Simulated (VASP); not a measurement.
# H6C2O in VASP: further runs

Runs on H6C2O. Level: LDA. Tasks: single point, relaxation of the atoms.

All numbers are computed with VASP 6.6.1; they aren't measurements. Logs are shortened: lines on timing, memory, paths and dates and some standing lists are left out, and cuts for length are marked.

### 1 The cell of the first run

The cell holds a disordered packing, 36 atoms: a = 7.294 Å, b = 7.294 Å, c = 7.294 Å, α = 90.00°, β = 90.00°, γ = 90.00°.

### 2 Single point, LDA

File INCAR:

```
PREC = Accurate
ENCUT = 520
EDIFF = 1E-6
ISMEAR = -1
SIGMA = 0.05
LREAL = Auto
LASPH = T
NELM = 80
ALGO = Normal
ISIF = 2
LWAVE = F
LCHARG = F
GGA = CA
NBANDS = 64
```

File KPOINTS:

```
regular mesh
0
Gamma
  1 1 1
```

File POSCAR:

```
H6C2O
1.0
    7.2936330000      0.0000000000      0.0000000000
    0.0000000000      7.2936330000      0.0000000000
    0.0000000000      0.0000000000      7.2936330000
C O H
8 4 24
Direct
    0.8400203301      0.5808216564      0.3602868420
    0.7445809242      0.6046643696      0.1848324422
    0.3475771265      0.6554758102      0.7954883389
    0.2001471695      0.5294755028      0.7120594085
    0.7394942959      0.0738589397      0.2562234760
    0.5405810794      0.0983597612      0.2246342803
    0.8253911322      0.1252325144      0.7432784183
    0.6505948407      0.2370149417      0.7593746491
    0.5480807713      0.6111768991      0.1995713247
    0.2704824879      0.3924244612      0.5934902400
    0.4715619774     -0.0335498098      0.0895986952
    0.5105548908      0.1380656252      0.6742593163
    0.5072095073      0.7424557830      0.1614970208
    0.7997386213      0.7180098039      0.0897906434
    0.7783912352      0.4775260834      0.1020479095
    0.9824459224      0.5155044132      0.3434365288
    0.8519348314      0.7010498060      0.4545060054
    0.7550146820      0.4812827846      0.4337481746
    0.3421751547      0.4400550453      0.4903043518
    0.1282214227      0.4471159983      0.8204690310
    0.0979210223      0.6189233815      0.6338953441
    0.2786265775      0.7355867782      0.9040761991
    0.4441682218      0.5763245834      0.8795342458
    0.4326239064      0.7493384984      0.7018038884
    0.4887687659      0.0179608708     -0.0372653793
    0.4689295444      0.0702804761      0.3558857431
    0.5078264837      0.2455703488      0.1893569364
    0.7932672236      0.1890415929      0.3596972867
    0.7553163149     -0.0558020948      0.3409274911
    0.8286405417      0.0776841939      0.1307167498
    0.3942479694      0.2072218331      0.6755206904
    0.6172095580      0.2560315278      0.9112742580
    0.6770288552      0.3776855786      0.7090293685
    0.9542980844      0.2012303059      0.7688897974
    0.8133532356      0.0141630378      0.8520445161
    0.8369628688      0.0523607371      0.6103405532
```

Potentials or basis: VASP PAW LDA potentials, release 64 (C, O, H).

Started as:

```
cat potpaw_LDA.64/C/POTCAR potpaw_LDA.64/O/POTCAR potpaw_LDA.64/H/POTCAR > POTCAR
mpirun -np 1 vasp_gam > vasp.out
```

OUTCAR:

```text
PREC = Accurate
   ENCUT = 520
   EDIFF = 1E-6
   ISMEAR = -1
   LREAL = Auto
   LASPH = T
   NELM = 80
   ISIF = 2
   GGA = CA

 ion  position               nearest neighbor table
   1  0.840  0.581  0.360-  18 1.09  17 1.12  16 1.15   2 1.47
   2  0.745  0.605  0.185-  15 1.13  14 1.15   9 1.44   1 1.47
   3  0.348  0.655  0.795-  23 1.10  22 1.11  24 1.15   4 1.54
   4  0.200  0.529  0.712-  20 1.12  21 1.14  10 1.42   3 1.54
   5  0.739  0.074  0.256-  30 1.12  29 1.14  28 1.20   6 1.48
   6  0.541  0.098  0.225-  26 1.11  27 1.13  11 1.47   5 1.48
   7  0.825  0.125  0.743-  34 1.11  36 1.11  35 1.14   8 1.52
   8  0.651  0.237  0.759-  33 1.11  32 1.14  12 1.40   7 1.52
   9  0.548  0.611  0.200-  13 1.04   2 1.44
  10  0.270  0.392  0.593-  19 0.98   4 1.42
  11  0.472  0.966  0.090-  25 1.01   6 1.47
  12  0.511  0.138  0.674-  31 0.99   8 1.40
  13  0.507  0.742  0.161-   9 1.04
  14  0.800  0.718  0.090-   2 1.15
  15  0.778  0.478  0.102-   2 1.13
  16  0.982  0.516  0.343-   1 1.15
  17  0.852  0.701  0.455-   1 1.12
[... 17 lines left out ...]
  35  0.813  0.014  0.852-   7 1.14
  36  0.837  0.052  0.610-   7 1.11

  LATTYP: Found a simple cubic cell.
 ALAT       =     7.2936330000

  Lattice vectors:

 A1 = (   7.2936330000,   0.0000000000,   0.0000000000)
 A2 = (   0.0000000000,   7.2936330000,   0.0000000000)
 A3 = (   0.0000000000,   0.0000000000,   7.2936330000)

Analysis of symmetry for initial positions (statically):
=====================================================================
 Subroutine PRICEL returns:
 Original cell was already a primitive cell.

 Routine SETGRP: Setting up the symmetry group for a
 simple cubic supercell.

 Subroutine GETGRP returns: Found  1 space group operations
 (whereof  1 operations were pure point group operations)
 out of a pool of 48 trial point group operations.

The static configuration has the point symmetry C_1 .

Analysis of symmetry for dynamics (positions and initial velocities):
=====================================================================
 Subroutine PRICEL returns:
 Original cell was already a primitive cell.

 Routine SETGRP: Setting up the symmetry group for a
 simple cubic supercell.

 Subroutine GETGRP returns: Found  1 space group operations
 (whereof  1 operations were pure point group operations)
 out of a pool of 48 trial point group operations.

The dynamic configuration has the point symmetry C_1 .

 Subroutine INISYM returns: Found  1 space group operations
[... 140 lines left out ...]
   NELM   =     80;   NELMIN=  2; NELMDL= -5     # of ELM steps
   EDIFF  = 0.1E-05   stopping-criterion for ELM
   LREAL  =      T    real-space projection
   EDIFFG = 0.1E-04   stopping-criterion for IOM
   NSW    =      0    number of steps for IOM
[... 5 lines left out ...]
   TEBEG  =    0.0;   TEEND  =   0.0 temperature during run
   PSTRESS=    0.0 pullay stress
   NELECT =      80.0000    total number of electrons
   NUPDOWN=      -1.0000    fix difference up-down
   EMIN   =  10.00;   EMAX   =-10.00  energy-range for DOS
   EFERMI =   0.00;   METHOD = LEGACY
   ISMEAR =    -1;   SIGMA  =   0.05  broadening in eV -4-tet -1-fermi 0-gaus
   EFERMI_NEDOS =   21; number of points for ismear=-14 and -15
   IALGO  =     38    algorithm
   IMIX   =      4    mixing-type and parameters
     AMIX     =   0.40;   BMIX     =  1.00
     AMIX_MAG =   1.60;   BMIX_MAG =  1.00
  volume/ion in A,a.u.               =      10.78        72.73
  Fermi-wavevector in a.u.,A,eV,Ry     =   0.967151  1.827650 12.726630  0.935381
  Thomas-Fermi vector in A             =   2.097013
   LORBIT       =      0    0 simple, 1 ext, 2 COOP (PROOUT), +10 PAW based schemes
   GGA     = CA    functional components
   LHFCALC =     F    Hartree Fock is set to
   AEXX    =    0.0000 exact exchange contribution
   IVDW    =     0    specifies the selected vdW correction
   LEPSILON=     F    determine dielectric tensor
   LRPA    =     F    only Hartree local field effects (RPA)
 non-spin polarized calculation
  energy-cutoff  :      520.00
  volume of cell :      388.00
 maximum number of plane-waves:      5198
 NGX is ok and might be reduce to    54
   NGX = 27   NGY = 27   NGZ = 27

 number of electron      79.9999993 magnetization

 Free energy of the ion-electron system (eV)
  ---------------------------------------------------
  ext. energy  EPLUGINS =         0.00000000
  ---------------------------------------------------
  free energy    TOTEN  =      -198.22239472 eV

  energy without entropy =     -198.22239472  energy(sigma->0) =     -198.22239472

 E-fermi :  -1.8834     XC(G=0):  -6.9099

 val. band max:       -3.0801910977   @ k =   0.0000   0.0000   0.0000
 cond. band min:       1.6008020189   @ k =   0.0000   0.0000   0.0000
 fundamental gap:      4.6809931166
 Fermi energy:        -1.8834155907

 k-point     1 :       0.0000    0.0000    0.0000
  band No.  band energies     occupation
      1     -22.8488      2.00000
      2     -22.3632      2.00000
      3     -22.2144      2.00000
      4     -21.5043      2.00000
      5     -15.5484      2.00000
      6     -15.3582      2.00000
[... 44 lines left out ...]
     51       4.7919      0.00000
     52       5.0784      0.00000
 [bands above 52 left out]

------------------------ aborting loop because EDIFF is reached ----------------------------------------

  FORCE on cell =-STRESS in cart. coord.  units (eV):
  Direction    XX          YY          ZZ          XY          YZ          ZX
  --------------------------------------------------------------------------------------
  -------------------------------------------------------------------------------------
  Total       -6.0063885     -9.0837676     -7.2038635     -3.1750128      0.5632616      2.2556114
  in kB      -24.8023186    -37.5098111    -29.7470796    -13.1106535      2.3258893      9.3141480
  external PRESSURE =     -30.6864031 kB  Pullay stress =       0.0000000 kB

 VOLUME and BASIS-vectors are now :
 -----------------------------------------------------------------------------
  energy-cutoff  :      520.00
  volume of cell :      388.00
      direct lattice vectors                 reciprocal lattice vectors
     7.293633000  0.000000000  0.000000000     0.137105884  0.000000000  0.000000000
     0.000000000  7.293633000  0.000000000     0.000000000  0.137105884  0.000000000
     0.000000000  0.000000000  7.293633000     0.000000000  0.000000000  0.137105884

 POSITION                                       TOTAL-FORCE (eV/Angst)
 -----------------------------------------------------------------------------------
      6.12680      4.23630      2.62780         1.257239     -0.293908      1.024976
      5.43070      4.41020      1.34810        -0.260884     -0.146031     -2.404938
      2.53510      4.78080      5.80200        -0.124363     -0.143586     -0.013113
      1.45980      3.86180      5.19350         0.342789      1.111532     -0.445164
      5.39360      0.53870      1.86880         1.393648      0.664141      2.058108
      3.94280      0.71740      1.63840        -0.583556      0.228773     -0.517175
[... 28 lines left out ...]
      5.93230      0.10330      6.21450         0.358359      0.455357     -0.719709
      6.10450      0.38190      4.45160        -0.106999      0.394593      0.161681
 -----------------------------------------------------------------------------------
    total drift:                               -0.001492     -0.006546     -0.007711

  FREE ENERGIE OF THE ION-ELECTRON SYSTEM (eV)
  ---------------------------------------------------
  free  energy   TOTEN  =      -198.2223947166 eV

  energy  without entropy=     -198.2223947165  energy(sigma->0) =     -198.22239472
```

OSZICAR:

```text
N       E                     dE             d eps       ncg     rms          rms(c)
DAV:   1     0.534622046032E+03    0.53462E+03   -0.39630E+04   128   0.111E+03
DAV:   2    -0.151013096302E+03   -0.68564E+03   -0.64925E+03   176   0.253E+02
DAV:   3    -0.216646266430E+03   -0.65633E+02   -0.65161E+02   160   0.853E+01
DAV:   4    -0.218110144603E+03   -0.14639E+01   -0.14598E+01   168   0.147E+01
DAV:   5    -0.218149192687E+03   -0.39048E-01   -0.39035E-01   160   0.227E+00    0.233E+01
DAV:   6    -0.200963413548E+03    0.17186E+02   -0.32694E+01   160   0.186E+01    0.108E+01
DAV:   7    -0.198725194719E+03    0.22382E+01   -0.47216E+00   152   0.777E+00    0.571E+00
DAV:   8    -0.198237824706E+03    0.48737E+00   -0.10724E+00   168   0.421E+00    0.111E+00
DAV:   9    -0.198210911427E+03    0.26913E-01   -0.12638E-01   152   0.156E+00    0.493E-01
DAV:  10    -0.198217609911E+03   -0.66985E-02   -0.28384E-02   152   0.611E-01    0.247E-01
DAV:  11    -0.198219192794E+03   -0.15829E-02   -0.47038E-03   152   0.341E-01    0.145E-01
DAV:  12    -0.198221964162E+03   -0.27714E-02   -0.31924E-03   144   0.213E-01    0.592E-02
DAV:  13    -0.198222249791E+03   -0.28563E-03   -0.65133E-04   160   0.112E-01    0.375E-02
DAV:  14    -0.198222352541E+03   -0.10275E-03   -0.13719E-04   144   0.517E-02    0.156E-02
DAV:  15    -0.198222391977E+03   -0.39436E-04   -0.37523E-05   152   0.246E-02    0.991E-03
DAV:  16    -0.198222393773E+03   -0.17959E-05   -0.11980E-05   160   0.155E-02    0.385E-03
DAV:  17    -0.198222394717E+03   -0.94382E-06   -0.22458E-06   120   0.639E-03
   1 F= -.19822239E+03 E0= -.19822239E+03  d E =-.102768E-09
```

stdout:

```text
POSCAR found type information on POSCAR C O H
 POSCAR found :  3 types and      36 ions
 scaLAPACK will be used
 LDA part: xc-table for (Slater(with rela. corr.)+CA(PZ))
 , standard interpolation
 POSCAR, INCAR and KPOINTS ok, starting setup
 FFT: planning ... GRIDC
 FFT: planning ... GRID_SOFT
 FFT: planning ... GRID
 WAVECAR not read
 entering main loop
```

Run time: 36 s. Hardware: 1 thread of Intel Xeon Platinum 8259CL at 2.50GHz (Skylake/Cascade Lake), shared host; peak memory 0.27 GiB.

Results:

```
Free energy            : -198.2224 eV
Pressure               : -3.1 GPa
Largest force          : 2.573 eV/Å
Band gap on the k mesh : 4.68 eV
```

Forces in eV/Å, atoms in the order of the input:
```
C    1.257 -0.294  1.025
C   -0.261 -0.146 -2.405
C   -0.124 -0.144 -0.013
C    0.343  1.112 -0.445
C    1.394  0.664  2.058
C   -0.584  0.229 -0.517
C   -0.255 -1.025  1.015
C    0.792 -0.123  0.980
O    0.481  1.467 -0.238
O   -0.069 -0.500 -0.034
O    0.311  1.062  0.067
O    0.064 -0.683  0.080
H    0.421 -1.055  0.207
H   -0.510 -0.442  1.000
H   -0.256  0.322  0.236
H   -1.097  0.606  0.113
H   -0.066 -0.087 -0.461
H   -0.010 -0.388  0.427
H    0.004  0.333  0.054
H    0.163  0.618 -0.285
H    0.375 -0.685  0.555
H   -0.004  0.445 -0.260
H    0.296 -0.343 -0.057
H   -1.088 -0.769  0.480
H   -0.069 -0.469  0.588
H   -0.078 -0.008 -0.133
H   -0.074 -0.542 -0.282
H   -0.775 -1.339 -1.529
H    0.248  0.586 -0.920
H   -0.471 -0.150  0.571
H   -0.145  0.654 -0.303
H    0.246  0.076 -0.565
H   -0.416  0.107 -0.440
H   -0.294  0.059 -0.013
H    0.358  0.455 -0.720
H   -0.107  0.395  0.162
```

Caveat: the k points lie up to 0.86 Å⁻¹ apart; the atoms stand as in a frame of molecular dynamics.

### 3 Single point, LDA

File INCAR:

```
SYSTEM = H6C2O
PREC = Accurate
ENCUT = 520
EDIFF = 1E-7
ISMEAR = -1
SIGMA = 0.05
LREAL = Auto
LASPH = .TRUE.
NELM = 100
ALGO = Normal
ISIF = 2
LWAVE = .FALSE.
LCHARG = .FALSE.
NBANDS = 64
```

File KPOINTS:

```
regular mesh
0
G
  1 1 1
  0 0 0
```

File POSCAR:

```
H6C2O
1.0
    7.2936330000      0.0000000000      0.0000000000
    0.0000000000      7.2936330000      0.0000000000
    0.0000000000      0.0000000000      7.2936330000
C O H
8 4 24
Direct
    0.8301761276      0.5720468798      0.3730513998
    0.7434977877      0.5920917600      0.1921950282
    0.3290541216      0.6602608056      0.7750321410
    0.2037667648      0.5149971215      0.6929742695
    0.7276757687      0.0847451469      0.2438839465
    0.5250881145      0.0850467798      0.2141045484
    0.8271460876      0.1252325144      0.7491602607
    0.6625641844      0.2444735018      0.7655992562
    0.5602420632      0.6441508642      0.2076194401
    0.3059106484      0.3879548094      0.5835637740
    0.4707804739     -0.0431335111      0.0706232408
    0.5046456272      0.1381615993      0.7280596652
    0.5418835853      0.7847529482      0.1876156917
    0.8169316992      0.6771659611      0.0949321141
    0.7470625407      0.4540398454      0.1242590627
    0.9625792798      0.4883711588      0.3643314655
    0.8533744432      0.7027636296      0.4467458124
    0.7322825264      0.4975846742      0.4542729254
    0.3487151054      0.4542455043      0.4733443539
    0.1328418910      0.4225329133      0.7892911530
    0.0920254693      0.5742268633      0.6114922426
    0.2427870994      0.7620345032      0.8466699654
    0.4112216779      0.5970961248      0.8792737446
    0.4098231978      0.7395628489      0.6671160998
    0.4675310644      0.0050454965     -0.0533067677
    0.4569464902      0.0391711511      0.3406258582
    0.4733854857      0.2154618967      0.1759205598
    0.7452938748      0.1764689833      0.3770548916
    0.7739764257     -0.0572691277      0.2842204975
    0.8103780379      0.1434538864      0.1299489569
    0.4021452683      0.2304475698      0.6911781824
    0.6447678407      0.2957785235      0.9140712180
    0.6664168597      0.3667445291      0.6736012081
    0.9487041643      0.2136795202      0.7406048536
    0.8415559160      0.0435036970      0.8795479564
    0.8325069276      0.0379783299      0.6251479887
```

Potentials or basis: VASP PAW LDA potentials, release 64 (C, O, H).

Started as:

```
cat potpaw_LDA.64/C/POTCAR potpaw_LDA.64/O/POTCAR potpaw_LDA.64/H/POTCAR > POTCAR
mpirun -np 1 vasp_gam > vasp.out
```

OUTCAR:

```text
SYSTEM = H6C2O
   PREC = Accurate
   ENCUT = 520
   EDIFF = 1E-7
   ISMEAR = -1
   LREAL = Auto
   LASPH = .TRUE.
   NELM = 100
   ISIF = 2

 ion  position               nearest neighbor table
   1  0.830  0.572  0.373-  18 1.08  17 1.11  16 1.14   2 1.47
   2  0.743  0.592  0.192-  14 1.08  15 1.12   9 1.39   1 1.47
   3  0.329  0.660  0.775-  23 1.07  22 1.10  24 1.14   4 1.52
   4  0.204  0.515  0.693-  21 1.10  20 1.10  10 1.43   3 1.52
   5  0.728  0.085  0.244-  30 1.11  29 1.13  28 1.19   6 1.49
   6  0.525  0.085  0.214-  27 1.06  26 1.10  11 1.46   5 1.49
   7  0.827  0.125  0.749-  34 1.10  36 1.11  35 1.13   8 1.49
[... 326 lines left out ...]
  Total        0.4640266     -3.0533597     -3.0979563     -0.4586703     -1.7291454      2.1484735
  in kB        1.9161157    -12.6083084    -12.7924626     -1.8939979     -7.1401999      8.8717413
  external PRESSURE =      -7.8282184 kB  Pullay stress =       0.0000000 kB

 VOLUME and BASIS-vectors are now :
 -----------------------------------------------------------------------------
  energy-cutoff  :      520.00
  volume of cell :      388.00
      direct lattice vectors                 reciprocal lattice vectors
     7.293633000  0.000000000  0.000000000     0.137105884  0.000000000  0.000000000
     0.000000000  7.293633000  0.000000000     0.000000000  0.137105884  0.000000000
     0.000000000  0.000000000  7.293633000     0.000000000  0.000000000  0.137105884

 POSITION                                       TOTAL-FORCE (eV/Angst)
 -----------------------------------------------------------------------------------
      6.05500      4.17230      2.72090         1.718470     -0.163166      0.279253
      5.42280      4.31850      1.40180        -0.609792     -0.950887     -0.750676
      2.40000      4.81570      5.65280        -1.214876      0.310692     -0.945367
      1.48620      3.75620      5.05430         0.490002      0.086020     -0.134976
      5.30740      0.61810      1.77880         0.275456      0.749017      2.181891
      3.82980      0.62030      1.56160         0.219671     -1.549517     -1.188801
[... 28 lines left out ...]
      6.13800      0.31730      6.41510         0.007712      0.020779     -0.922978
      6.07200      0.27700      4.55960        -0.346931      0.061280      0.236356
 -----------------------------------------------------------------------------------
    total drift:                               -0.003077     -0.017762      0.018717

  FREE ENERGIE OF THE ION-ELECTRON SYSTEM (eV)
  ---------------------------------------------------
  free  energy   TOTEN  =      -198.3143644952 eV

  energy  without entropy=     -198.3143644952  energy(sigma->0) =     -198.31436450
```

OSZICAR:

```text
N       E                     dE             d eps       ncg     rms          rms(c)
DAV:   1     0.557128110853E+03    0.55713E+03   -0.39621E+04   128   0.111E+03
DAV:   2    -0.145145244259E+03   -0.70227E+03   -0.65482E+03   176   0.254E+02
DAV:   3    -0.217479913114E+03   -0.72335E+02   -0.71775E+02   160   0.887E+01
[... 11 lines left out ...]
DAV:  15    -0.198314358953E+03   -0.38840E-04   -0.31987E-05   152   0.229E-02    0.803E-03
DAV:  16    -0.198314362790E+03   -0.38370E-05   -0.95279E-06   160   0.122E-02    0.366E-03
DAV:  17    -0.198314364162E+03   -0.13720E-05   -0.15949E-06   152   0.572E-03    0.140E-03
DAV:  18    -0.198314364428E+03   -0.26612E-06   -0.32770E-07   160   0.279E-03    0.789E-04
DAV:  19    -0.198314364495E+03   -0.66847E-07   -0.15832E-07   112   0.201E-03
   1 F= -.19831436E+03 E0= -.19831436E+03  d E =-.160409E-10
```

It took 39 s on 1 thread of Intel Xeon Platinum 8259CL at 2.50GHz (Skylake/Cascade Lake), shared host; peak memory 0.28 GiB.

Results:

```yaml
Free_energy: -198.3144 eV
Pressure: -0.8 GPa
Largest_force: 2.323 eV/Å
Band_gap_on_the_k_mesh: 4.49 eV
```

Forces on the atoms (eV/Å):
```
C    1.718 -0.163  0.279
C   -0.610 -0.951 -0.751
C   -1.215  0.311 -0.945
C    0.490  0.086 -0.135
C    0.275  0.749  2.182
C    0.220 -1.550 -1.189
C    0.728 -0.001  0.890
C   -0.898 -0.013  0.805
O   -0.516  1.163  0.205
O   -0.298  0.441 -0.608
O    0.106 -0.235  2.232
O   -1.100  0.335 -0.057
H    0.031 -1.724 -0.692
H    0.478  0.776 -0.310
H   -0.151  0.128  0.141
H   -0.848  0.674  0.183
H    0.147  0.016 -0.172
H   -0.448 -0.636  0.693
H    0.214 -0.308  0.181
H    0.157  0.315  0.568
H   -0.085  0.223 -0.315
H    0.065  0.091  0.041
H    0.998 -0.172  0.596
H   -0.442 -0.741  0.708
H    0.315  0.896 -1.217
H   -0.172 -0.001  0.116
H   -0.459  1.602 -0.180
H    0.113 -1.031 -1.704
H   -0.079  0.747 -0.354
H   -0.264 -0.223  0.313
H    1.024 -0.723 -0.119
H    0.541 -0.001 -0.949
H    0.039 -0.221  0.172
H    0.268  0.057  0.078
H    0.008  0.021 -0.923
H   -0.347  0.061  0.236
```

Stress tensor (GPa, compression positive):
```
 0.19 -0.19  0.89
-0.19 -1.26 -0.71
 0.89 -0.71 -1.28
```

Caveat: the k points lie up to 0.86 Å⁻¹ apart; the atoms stand as in a frame of molecular dynamics.

[end of part 1 of 2]
